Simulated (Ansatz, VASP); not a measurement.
**YBPd3 in VASP and in Ansatz**

INCAR

```
SYSTEM = YBPd3
PREC = Accurate ; ENCUT = 520
EDIFF = 1E-6 ; ISMEAR = -1
SIGMA = 0.15 ; LREAL = .FALSE.
LASPH = .TRUE. ; NELM = 100
ALGO = Normal ; ISIF = 2
LWAVE = .FALSE. ; LCHARG = .TRUE.
GGA = CA ; LELF = .TRUE.
LVHAR = .TRUE. ; NBANDS = 30
```

The input KPOINTS:

```
regular mesh
0
G
  6 6 6
  0 0 0
```

POSCAR

```
YBPd3
1.0
    4.4098621630      0.0000000000      0.0000000000
    0.0000000000      4.4098621630      0.0000000000
    0.0000000000      0.0000000000      4.4098621630
Y B Pd
1 1 3
Direct
    0.0000000000      0.0000000000      0.0000000000
    0.5000000000      0.5000000000      0.5000000000
    0.0000000000      0.5000000000      0.5000000000
    0.5000000000      0.5000000000      0.0000000000
    0.5000000000      0.0000000000      0.5000000000
```

Input for Ansatz:

```yaml
crystal:
  lattice:
    - [4.409862163037692, 0.0, 0.0]
    - [0.0, 4.409862163037692, 0.0]
    - [0.0, 0.0, 4.409862163037692]
  atoms:
    - { symbol: "Y", position: [0.0, 0.0, 0.0] }
    - { symbol: B, position: [0.5, 0.5, 0.5] }
    - { symbol: Pd, position: [0.0, 0.5, 0.5] }
    - { symbol: Pd, position: [0.5, 0.5, 0.0] }
    - { symbol: Pd, position: [0.5, 0.0, 0.5] }
basis:
  ecutwfc: 500.0
kpoints:
  mp_grid:
    grid: [6, 6, 6]
hamiltonian:
  xc: lda
scf:
  convergence:
    dr2_threshold: 1.0e-10
  occupations:
    method: fermi_dirac
    width: 0.15
output:
  stress: true
```

Alike in both runs: task single point; functional LDA; k mesh 6 × 6 × 6; occupations fermi-dirac, width 0.15 eV; no spin polarisation.

```csv
,VASP,Ansatz
version,VASP 6.6.1,Ansatz 0.2.0
potentials or method,"VASP PAW LDA potentials, release 64 (Y_sv, B, Pd), cutoff 520 eV","plane waves, PAW"
valence electrons in the cell,44,68
```

Ansatz gave:

* pressure (GPa): -16.7

Task: Which values does VASP return?

Result: Pressure (GPa): -16.5.

LDA's correlation is that of Perdew and Zunger in VASP and of Perdew and Wang (1992) in Ansatz. VASP's potentials hold 44 valence electrons a cell and Ansatz's 68, so a difference there can come from the potentials and not from the codes.
